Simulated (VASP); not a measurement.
Write the native input for VASP 6.6.1 that does the following.

* Task: single point
* Functional: PBE
* Potentials or basis: VASP PAW PBE potentials, release 64 (Fe)
* Cutoff: 520 eV
* k mesh: 12 × 12 × 17
* Occupations: fermi-dirac, width 0.05 eV
* Spin: collinear spin, ferromagnetic start
* Starting moments: [2.596, 2.438, 2.438] μB
* Dipole correction: no
* Further INCAR settings: ALGO = Normal; EDIFF = 1e-07; NBANDS = 23

The structure of Fe lies in POSCAR:

```
Fe
1.0
    4.1801899539      0.0000000000      0.0000000000
   -2.0900949770      3.6201506927      0.0000000000
    0.0000000000      0.0000000000      2.3786398160
Fe
3
Direct
    0.0000000000      0.0000000000      0.0000000000
    0.3333333333      0.6666666667      0.5000000000
    0.6666666667      0.3333333333      0.5000000000
```

This isn't the form of Fe at room conditions, which is bcc.

These files were run (other wordings do the same):

INCAR

```
PREC = Accurate ; ENCUT = 520
EDIFF = 1E-7 ; ISMEAR = -1
SIGMA = 0.05 ; LREAL = F
LASPH = T ; NELM = 150
ALGO = Normal ; ISIF = 2
LWAVE = F ; LCHARG = F
ISPIN = 2 ; MAGMOM = 2.596 2.438 2.438
LORBIT = 11 ; LMAXMIX = 4
GGA = PE ; NBANDS = 23
```

KPOINTS

```
regular mesh
0
Gamma
  12 12 17
```

Potentials or basis: VASP PAW PBE potentials, release 64 (Fe).

Launch:

```bash
$ cat potpaw_PBE.64/Fe/POTCAR > POTCAR
$ mpirun -np 1 vasp_std > vasp.out
```

It gave:

```yaml
Pressure: -0.3 GPa
Net_moment: 7.45 μB per cell
Site_moments: Fe +2.57, +2.43 (each value once) μB
Valence_electrons_inside_the_program's_atomic_spheres: Fe 7.13, 7.21 (each value once)
```

Wall time 11 min on 1 thread of AMD EPYC 7R43 64-Core Processor (Zen 3) (shared host), peak memory 0.26 GiB.
